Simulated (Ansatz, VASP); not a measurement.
# SnSe: VASP beside Ansatz

```
CELL_PARAMETERS angstrom
0.00000 3.03213 2.99593
3.03213 0.00000 2.99593
3.03213 3.03213 0.00000
ATOMIC_POSITIONS crystal
Sn 0.00000 0.00000 0.00000
Se 0.50000 0.50000 0.50000
```

Change from the starting cell: epitaxial_xy strain +1.0%.

Alike in both runs: task single point; functional PBE; k mesh 8 × 8 × 8; occupations fermi-dirac, width 0.02 eV; no spin polarisation.

|  | VASP | Ansatz |
| --- | --- | --- |
| version | VASP 6.6.1 | Ansatz 0.2.0 |
| potentials or method | VASP PAW PBE potentials, release 64 (Sn_d, Se) | plane waves, PAW |
| plane-wave cutoff (eV) | 500 | 420 |
| valence electrons in the cell | 20 | 30 |

|  | VASP | Ansatz | Ansatz less VASP |
| --- | --- | --- | --- |
| pressure (GPa) | 0.4 | 0.4 | +0.02 |
| traceless stress, the component that is largest in VASP (GPa) | 0.95 | 0.94 | -0.004 |

VASP's potentials hold 20 valence electrons a cell and Ansatz's 30, so a difference there can come from the potentials and not from the codes.
